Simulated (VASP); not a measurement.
# GaB (P4/mmm) in VASP: notebook, part 2 of 2

VASP 6.6.1. Earlier steps stand in the parts before.

## (4) Single point, HSE06

This run uses another cell than the first one, of 12.43 Å³/atom, 1.060 times its volume.

The input, POSCAR:

```
GaB
1.0
    2.7540104178      0.0000000000      0.0000000000
    0.0000000000      2.7540104178      0.0000000000
    0.0000000000      0.0000000000      3.2787965942
Ga B
1 1
Direct
    0.5000000000      0.5000000000      0.5000000000
    0.0000000000      0.0000000000      0.0000000000
```

The input, INCAR.step1:

```
  ALGO = Normal
  EDIFF = 1E-5
  ENCUT = 520
  GGA = PE
  ISIF = 2
  ISMEAR = -1
  LASPH = True
  LCHARG = False
  LREAL = False
  LWAVE = True
  NBANDS = 15
  NELM = 100
  PREC = Accurate
  SIGMA = 0.05
```

The input, INCAR.step2:

```
  ALGO = Normal
  EDIFF = 1E-6
  ENCUT = 520
  GGA = PE
  HFSCREEN = 0.2079
  ISIF = 2
  ISMEAR = -1
  ISTART = 1
  LASPH = True
  LCHARG = False
  LHFCALC = True
  LREAL = False
  LWAVE = False
  NBANDS = 15
  NELM = 100
  PREC = Accurate
  PRECFOCK = Normal
  SIGMA = 0.05
```

The input, KPOINTS:

```
k-points
0
Gamma
  5 5 4
```

Potentials or basis: VASP PAW PBE potentials, release 64 (Ga_d, B).

The run is started by

```
> cat potpaw_PBE.64/Ga_d/POTCAR potpaw_PBE.64/B/POTCAR > POTCAR
> cp INCAR.step1 INCAR
> mpirun -np 1 vasp_std > vasp.out
> cp INCAR.step2 INCAR
> mpirun -np 1 vasp_std > vasp.out
```

OUTCAR:

```text
EDIFF = 1E-6
   ENCUT = 520
   GGA = PE
   HFSCREEN = 0.2079
   ISIF = 2
   ISMEAR = -1
   ISTART = 1
   LASPH = True
   LHFCALC = True
   LREAL = False
   NELM = 100
   PREC = Accurate
   PRECFOCK = Normal

 ion  position               nearest neighbor table
   1  0.500  0.500  0.500-   2 2.55   2 2.55   2 2.55   2 2.55   2 2.55   2 2.55   2 2.55   2 2.55

   2  0.000  0.000  0.000-   1 2.55   1 2.55   1 2.55   1 2.55   1 2.55   1 2.55   1 2.55   1 2.55

  LATTYP: Found a simple tetragonal cell.
 ALAT       =     2.7540104178
 C/A-ratio  =     1.1905534464

  Lattice vectors:

 A1 = (   2.7540104178,   0.0000000000,   0.0000000000)
 A2 = (   0.0000000000,   2.7540104178,   0.0000000000)
 A3 = (   0.0000000000,   0.0000000000,   3.2787965942)

Analysis of symmetry for initial positions (statically):
=====================================================================
 Subroutine PRICEL returns:
 Original cell was already a primitive cell.

 Routine SETGRP: Setting up the symmetry group for a
 simple tetragonal supercell.

 Subroutine GETGRP returns: Found 16 space group operations
 (whereof 16 operations were pure point group operations)
 out of a pool of 16 trial point group operations.

The static configuration has the point symmetry D_4h.

Analysis of symmetry for dynamics (positions and initial velocities):
=====================================================================
 Subroutine PRICEL returns:
 Original cell was already a primitive cell.

 Routine SETGRP: Setting up the symmetry group for a
 simple tetragonal supercell.

 Subroutine GETGRP returns: Found 16 space group operations
 (whereof 16 operations were pure point group operations)
 out of a pool of 16 trial point group operations.

The dynamic configuration has the point symmetry D_4h.

 Subroutine INISYM returns: Found 16 space group operations
 (whereof 16 operations are pure point group operations),
 and found     1 'primitive' translations

[... 121 lines left out ...]
   HFSCREENC=   0.2079 screening length for correlation (either q_TF or 0.3 A-1)
   ENCUTFOCK=  -1.0 apply spherical cutoff to Coloumb kernel
   IVDW    =     0    specifies the selected vdW correction
   LEPSILON=     F    determine dielectric tensor
   LRPA    =     F    only Hartree local field effects (RPA)
 non-spin polarized calculation
  energy-cutoff  :      520.00
  volume of cell :       24.87
 maximum number of plane-waves:       688
  NGX = 16; NGY = 16; NGZ = 20

 number of electron      16.0000011 magnetization

 Free energy of the ion-electron system (eV)
  ---------------------------------------------------
  ext. energy  EPLUGINS =         0.00000000
  ---------------------------------------------------
  free energy    TOTEN  =        -8.05066395 eV

  energy without entropy =       -8.04213449  energy(sigma->0) =       -8.04639922

 E-fermi :   6.5607     XC(G=0):  -9.5853

 val. band max:        6.5346744052   @ k =   0.4000   0.4000   0.2500
 cond. band min:       6.9389887874   @ k =   0.2000   0.2000   0.2500
 fundamental gap:      0.4043143822
 Fermi energy:         6.5606835567

 k-point     1 :       0.0000    0.0000    0.0000
  band No.  band energies     occupation
      1     -11.7330      2.00000
      2     -11.5841      2.00000
      3     -11.3280      2.00000
      4     -11.3280      2.00000
      5     -11.2734      2.00000
      6      -8.2211      2.00000
      7       4.5389      2.00000
      8       8.5308      0.00000
      9       9.6359      0.00000
     10       9.6359      0.00000
     11      16.0437      0.00000
     12      16.3920      0.00000
     13      20.6342      0.00000
     14      21.7602      0.00000
[... 293 lines left out ...]
      2     -11.5539      2.00000
      3     -11.5407      2.00000
      4     -11.2587      2.00000
      5     -11.2057      2.00000
      6       1.7798      2.00000
      7       2.7177      2.00000
      8       5.4192      2.00000
      9       5.6865      2.00000
     10       7.2346      0.00000
     11       7.4069      0.00000
     12      10.7069      0.00000
     13      11.7432      0.00000
     14      25.3312      0.00000
     15      29.5745      0.00000

------------------------ aborting loop because EDIFF is reached ----------------------------------------

  FORCE on cell =-STRESS in cart. coord.  units (eV):
  Direction    XX          YY          ZZ          XY          YZ          ZX
  --------------------------------------------------------------------------------------
  -------------------------------------------------------------------------------------
  Total       -1.0911528     -1.0911528     -1.3091234      0.0000000      0.0000000      0.0000000
  in kB      -70.2992251    -70.2992251    -84.3423154      0.0000000      0.0000000      0.0000000
  external PRESSURE =     -74.9802552 kB  Pullay stress =       0.0000000 kB

 VOLUME and BASIS-vectors are now :
 -----------------------------------------------------------------------------
  energy-cutoff  :      520.00
  volume of cell :       24.87
      direct lattice vectors                 reciprocal lattice vectors
     2.754010418  0.000000000  0.000000000     0.363106833  0.000000000  0.000000000
     0.000000000  2.754010418  0.000000000     0.000000000  0.363106833  0.000000000
     0.000000000  0.000000000  3.278796594     0.000000000  0.000000000  0.304989947

 POSITION                                       TOTAL-FORCE (eV/Angst)
 -----------------------------------------------------------------------------------
      1.37701      1.37701      1.63940         0.000000      0.000000      0.000000
      0.00000      0.00000      0.00000         0.000000      0.000000      0.000000
 -----------------------------------------------------------------------------------
    total drift:                               -0.000352      0.000172      0.000041

  FREE ENERGIE OF THE ION-ELECTRON SYSTEM (eV)
  ---------------------------------------------------
  free  energy   TOTEN  =        -8.0506639516 eV

  energy  without entropy=       -8.0421344907  energy(sigma->0) =       -8.04639922
```

OSZICAR.step1:

```text
N       E                     dE             d eps       ncg     rms          rms(c)
DAV:   1     0.601702256841E+02    0.60170E+02   -0.75857E+03   556   0.180E+03
DAV:   2    -0.329868834880E+01   -0.63469E+02   -0.59023E+02   610   0.284E+02
DAV:   3    -0.729687577645E+01   -0.39982E+01   -0.39507E+01   610   0.544E+01
DAV:   4    -0.733208024067E+01   -0.35204E-01   -0.35196E-01   652   0.538E+00
DAV:   5    -0.733238327185E+01   -0.30303E-03   -0.30303E-03   639   0.512E-01    0.204E+00
DAV:   6    -0.712494568963E+01    0.20744E+00   -0.21860E-01   762   0.102E+01    0.892E-01
DAV:   7    -0.710602542777E+01    0.18920E-01   -0.30735E-02   767   0.144E+00    0.397E-01
DAV:   8    -0.710297112189E+01    0.30543E-02   -0.37709E-03   715   0.885E-01    0.684E-02
DAV:   9    -0.710285903049E+01    0.11209E-03   -0.37598E-04   673   0.364E-01    0.157E-02
DAV:  10    -0.710285936142E+01   -0.33093E-06   -0.13354E-05   562   0.392E-02
   1 F= -.71028594E+01 E0= -.70979318E+01  d E =-.985516E-02
```

It took 4 min on 1 thread of AMD EPYC 9R45 (Zen 5), shared host; peak memory 0.21 GiB.

Results:

```
Free energy            : -8.0507 eV
Pressure               : -7.5 GPa
Band gap on the k mesh : zero (band 8 reaches 11.51 eV, above the bottom of band 9 at 3.80 eV)
```

Levels at points of the mesh, in eV from the Fermi level:
| k point | band 6 | band 7 | band 8 | band 9 | band 10 | band 11 |
| --- | --- | --- | --- | --- | --- | --- |
| (0.00, 0.00, 0.00) | -14.78 | -2.02 | 1.97 | 3.08 | 3.08 | 9.48 |
| (0.00, 0.00, 0.50) | -11.11 | -11.03 | 4.95 | 4.95 | 8.73 | 10.13 |

Caveat: the k points lie up to 0.48 Å⁻¹ apart; the PAW data sets were made with another functional, which shifts forces and pressure a little.

## (5) Single point, HSE06

This run uses another cell than the first one, of 12.67 Å³/atom, 1.080 times its volume.

The input, POSCAR:

```
GaB
1.0
    2.7715523584      0.0000000000      0.0000000000
    0.0000000000      2.7715523584      0.0000000000
    0.0000000000      0.0000000000      3.2996812121
Ga B
1 1
Direct
    0.5000000000      0.5000000000      0.5000000000
    0.0000000000      0.0000000000      0.0000000000
```

The input, INCAR.step1:

```
ALGO     = Normal         # electronic algorithm
EDIFF    = 1E-5           # SCF threshold, eV
ENCUT    = 520            # plane-wave cutoff, eV
GGA      = PE             # functional
ISIF     = 2              # what is computed and relaxed
ISMEAR   = -1             # smearing method
LASPH    = T              # aspherical terms in the spheres
LCHARG   = F              # write CHGCAR
LREAL    = F              # projectors in reciprocal space
LWAVE    = T              # write WAVECAR
NBANDS   = 15             # bands
NELM     = 60             # most SCF steps
PREC     = Accurate       # precision mode
SIGMA    = 0.05           # smearing width, eV
```

The input, INCAR.step2:

```
ALGO     = Normal         # electronic algorithm
EDIFF    = 1E-6           # SCF threshold, eV
ENCUT    = 520            # plane-wave cutoff, eV
GGA      = PE             # functional
HFSCREEN = 0.2079         # screening, 1/A
ISIF     = 2              # what is computed and relaxed
ISMEAR   = -1             # smearing method
ISTART   = 1            
LASPH    = T              # aspherical terms in the spheres
LCHARG   = F              # write CHGCAR
LHFCALC  = T              # exact exchange
LREAL    = F              # projectors in reciprocal space
LWAVE    = F              # write WAVECAR
NBANDS   = 15             # bands
NELM     = 60             # most SCF steps
PREC     = Accurate       # precision mode
PRECFOCK = Normal       
SIGMA    = 0.05           # smearing width, eV
```

KPOINTS is that of step 4.

The run is started by

```
> cat potpaw_PBE.64/Ga_d/POTCAR potpaw_PBE.64/B/POTCAR > POTCAR
> cp INCAR.step1 INCAR
> mpirun -np 1 vasp_std > vasp.out
> cp INCAR.step2 INCAR
> mpirun -np 1 vasp_std > vasp.out
```

Run time: 4.2 min. Hardware: 1 thread of AMD EPYC 9R45 (Zen 5), shared host; peak memory 0.22 GiB.

It converged, with:

* Free energy: -8.0258 eV
* Pressure: -9.0 GPa
* Band gap on the k mesh: zero (band 8 reaches 11.26 eV, above the bottom of band 9 at 3.62 eV)

Stress tensor (GPa, compression positive):
```
-8.82  0.00  0.00
 0.00 -8.82  0.00
 0.00  0.00 -9.47
```

Levels at points of the mesh, in eV from the Fermi level:
```csv
k point,band 4,band 5,band 6,band 7,band 8,band 9,band 10,band 11,band 12,band 13
"(0.00, 0.00, 0.00)",-17.90,-17.85,-14.62,-1.99,1.83,3.03,3.03,9.34,9.75,13.82
"(0.00, 0.00, 0.50)",-17.93,-17.84,-10.99,-10.92,4.88,4.88,8.53,9.98,9.98,10.15
```

Caveat: the k points lie up to 0.48 Å⁻¹ apart; the PAW data sets were made with another functional, which shifts forces and pressure a little.

## (6) Summary

| level | cell | k mesh | grid for exact exchange (PRECFOCK) | screening parameter | gap on the mesh (eV) | pressure (GPa) |
| --- | --- | --- | --- | --- | --- | --- |
| PBE | a = 2.705, b = 2.705, c = 3.207 Å, 2 atoms | 10 × 10 × 8 | - | - | none | 2.2 |
| HSE06 | a = 2.736, b = 2.736, c = 3.258 Å, 2 atoms | 5 × 5 × 4 | Normal | 0.2079 1/Å | none | -5.8 |
| HSE06 | a = 2.754, b = 2.754, c = 3.279 Å, 2 atoms | 5 × 5 × 4 | Normal | 0.2079 1/Å | none | -7.5 |
| HSE06 | a = 2.772, b = 2.772, c = 3.300 Å, 2 atoms | 5 × 5 × 4 | Normal | 0.2079 1/Å | none | -9.0 |

Alike in all rows: task single point; potentials or basis VASP PAW PBE potentials, release 64 (Ga_d, B); no spin polarisation; cutoff (eV) 520; smearing fermi-dirac 0.05 eV.

Caveats: some runs use coarse meshes; the PAW data sets were made with another functional, which shifts forces and pressure a little (some runs).

Absolute energies hang on the potentials; compare differences alone.
